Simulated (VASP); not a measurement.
A run of VASP 6.6.1 is set up as follows.

File POSCAR:

```
NaCl
1.0
    3.4786846609      0.0000000000      0.0000000000
    0.0000000000      3.4786846609      0.0000000000
    0.0000000000      0.0000000000      3.4786846609
Cl Na
1 1
Direct
    0.5000000000      0.5000000000      0.5000000000
    0.0000000000      0.0000000000      0.0000000000
```

The input INCAR.step1:

```
  PREC = Accurate
  ENCUT = 520
  EDIFF = 1E-5
  ISMEAR = -1
  SIGMA = 0.05
  LREAL = F
  LASPH = T
  NELM = 60
  ALGO = Normal
  ISIF = 2
  LWAVE = T
  LCHARG = F
  NBANDS = 14
  GGA = PE
```

File INCAR.step2:

```
  PREC = Accurate
  ENCUT = 520
  EDIFF = 1E-6
  ISMEAR = -1
  SIGMA = 0.05
  LREAL = F
  LASPH = T
  NELM = 60
  ALGO = Normal
  ISIF = 2
  LWAVE = F
  LCHARG = F
  GGA = PE
  LHFCALC = T
  AEXX = 0.25
  PRECFOCK = Normal
  NBANDS = 14
  ISTART = 1
```

KPOINTS

```
regular mesh
0
Gamma
  4 4 4
```

Potentials or basis: VASP PAW PBE potentials, release 64 (Cl, Na_pv).

Command:

```bash
$ cat potpaw_PBE.64/Cl/POTCAR potpaw_PBE.64/Na_pv/POTCAR > POTCAR
$ cp INCAR.step1 INCAR
$ mpirun -np 1 vasp_std > vasp.out
$ cp INCAR.step2 INCAR
$ mpirun -np 1 vasp_std > vasp.out
```

**Question.** What does it give for the pressure?

**Answer.** 0.0 GPa.

**Question.** Predict the band gap on the k mesh.

**Answer.** 6.11 eV (least direct gap 6.66 eV).

Caveat: the k points lie up to 0.45 Å⁻¹ apart; the PAW data sets were made with another functional, which shifts forces and pressure a little. A k mesh can miss the band edges.
